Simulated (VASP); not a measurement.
Sb: single point with PBE

Crystal: Sb.

```
CELL_PARAMETERS angstrom
2.18790 1.26319 3.84317
-2.18790 1.26319 3.84317
0.00000 -2.52637 3.84317
ATOMIC_POSITIONS crystal
Sb 0.23268 0.23268 0.23268
Sb 0.76732 0.76732 0.76732
```

- Program: VASP 6.6.1
- Task: single point
- Functional: PBE
- Potentials or basis: VASP PAW PBE potentials, release 64 (Sb)
- Cutoff: 520 eV
- k mesh: 9 × 9 × 9
- Occupations: gaussian, width 0.6 eV
- Spin: no spin polarisation
- Dipole correction: no
- Further INCAR settings: ALGO = Normal; EDIFF = 1e-06; NBANDS = 12

```
Pressure               : 0.1 GPa
Largest force          : 0.115 eV/Å
Band gap on the k mesh : 0.17 eV, indirect (least direct gap 0.50 eV)
```

Forces on the atoms (eV/Å):
```
Sb   0.000  0.000  0.115
Sb   0.000  0.000 -0.115
```

Stress tensor (GPa, compression positive):
```
0.03 0.00 0.00
0.00 0.03 0.00
0.00 0.00 0.17
```

Levels at points of the mesh, in eV from the valence-band top:
| k point | band 1 | band 2 | band 3 | band 4 | band 5 | band 6 | band 7 | band 8 | band 9 | band 10 |
| --- | --- | --- | --- | --- | --- | --- | --- | --- | --- | --- |
| (0.00, 0.00, 0.00) | -12.19 | -4.92 | -1.80 | -1.55 | -1.55 | 2.10 | 2.73 | 2.73 | 5.33 | 5.33 |

It took 43 s on 1 thread of Intel(R) Xeon(R) Platinum 8259CL CPU @ 2.50GHz (Skylake/Cascade Lake), with other jobs on the host, peak memory 0.23 GiB.

Caveat: spin-orbit coupling is left out, which moves the levels of the heavy elements. A k mesh can miss the band edges.
